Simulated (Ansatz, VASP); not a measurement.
**InGa3P4 in VASP and in Ansatz**

The input INCAR:

```
ALGO = Normal ; EDIFF = 1E-7
ENCUT = 520 ; GGA = PE
ISIF = 2 ; ISMEAR = 0
LASPH = T ; LCHARG = F
LREAL = F ; LWAVE = F
NBANDS = 46 ; NELM = 80
PREC = Accurate ; SIGMA = 0.01
```

File KPOINTS:

```
k-points
0
Gamma
  4 4 4
```

File POSCAR:

```
InGa3P4
1.0
    5.5055298979      0.0000000000      0.0000000000
    0.0000000000      5.5055298979      0.0000000000
    0.0000000000      0.0000000000      5.5055298979
Ga P In
3 4 1
Direct
    0.5000000000      0.0000000000      0.0000000000
    0.0000000000      0.5000000000      0.0000000000
    0.0000000000      0.0000000000      0.5000000000
    0.7600012713      0.2399987287      0.2399987287
    0.2399987287      0.7600012713      0.2399987287
    0.2399987287      0.2399987287      0.7600012713
    0.7600012713      0.7600012713      0.7600012713
    0.5000000000      0.5000000000      0.5000000000
```

Input for Ansatz:

```yaml
crystal:
  lattice:
    - [5.5055298979, 0.0, 0.0]
    - [0.0, 5.5055298979, 0.0]
    - [0.0, 0.0, 5.5055298979]
  atoms:
    - { symbol: Ga, position: [0.5, 0.0, 0.0] }
    - { symbol: P, position: [0.7600012713, 0.2399987287, 0.2399987287] }
    - { symbol: Ga, position: [0.0, 0.5, 0.0] }
    - { symbol: P, position: [0.2399987287, 0.7600012713, 0.2399987287] }
    - { symbol: Ga, position: [0.0, 0.0, 0.5] }
    - { symbol: P, position: [0.2399987287, 0.2399987287, 0.7600012713] }
    - { symbol: In, position: [0.5, 0.5, 0.5] }
    - { symbol: P, position: [0.7600012713, 0.7600012713, 0.7600012713] }
kpoints:
  mp_grid: { grid: [4, 4, 4] }
hamiltonian:
  xc: pbe
scf:
  occupations: { method: fixed }
  n_extra_bands: 6
output:
  forces: true
  stress: true
  eigenvalues: true
```

Alike in both runs: task single point; functional PBE; k mesh 4 × 4 × 4; no spin polarisation.

```csv
,VASP,Ansatz
version,VASP 6.6.1,Ansatz 0.2.0
potentials or method,"VASP PAW PBE potentials, release 64 (Ga_d, P, In_d)","plane waves, PAW"
plane-wave cutoff (eV),520,420
occupations,"gaussian, width 0.01 eV",fixed
valence electrons in the cell,72,72
```

```csv
,VASP,Ansatz,Ansatz less VASP
gap on the k mesh at the Fermi level (eV),1.35,1.35,+0.004
pressure (GPa),5.1,5.1,+0.05
rms of the force components (eV/Å),0.026,0.027,+0.0014
```
